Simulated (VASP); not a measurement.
Input of a VASP 6.6.1 run:

INCAR

```
SYSTEM = Cd
ALGO = Normal
EDIFF = 1E-6
ENCUT = 540
GGA = PS
GGA_COMPAT = .False.
ISIF = 2
ISMEAR = 0
LASPH = .True.
LCHARG = .True.
LELF = .True.
LREAL = .False.
LVHAR = .True.
LWAVE = .False.
NBANDS = 16
NELM = 120
PREC = Accurate
SIGMA = 0.15
```

File KPOINTS:

```
k-points
0
Gamma
  20 20 20
  0 0 0
```

Contents of POSCAR:

```
Cd
1.0
   -2.0029345540      2.0029345540      1.4160747297
    2.0029345540     -2.0029345540      1.4160747297
    2.0029345540      2.0029345540     -1.4160747297
Cd
1
Direct
    0.0000000000      0.0000000000      0.0000000000
```

Potentials or basis: VASP PAW PBE potentials, release 64 (Cd_sv_GW).

The run is started by

```sh
$ cat potpaw_PBE.64/Cd_sv_GW/POTCAR > POTCAR
$ mpirun -np 1 vasp_std > vasp.out
```

Q: Estimate the pressure.

A: -3.8 GPa.

Q: What does it give for the band gap on the k mesh?

A: Zero (bands 10 and 11 overlap by 5.15 eV).

Stress tensor (GPa, compression positive):
```
-4.99  0.00  0.00
 0.00 -4.99  0.00
 0.00  0.00 -1.56
```

Caveat: the cell stands under tension; the PAW data sets were made with another functional, which shifts forces and pressure a little.
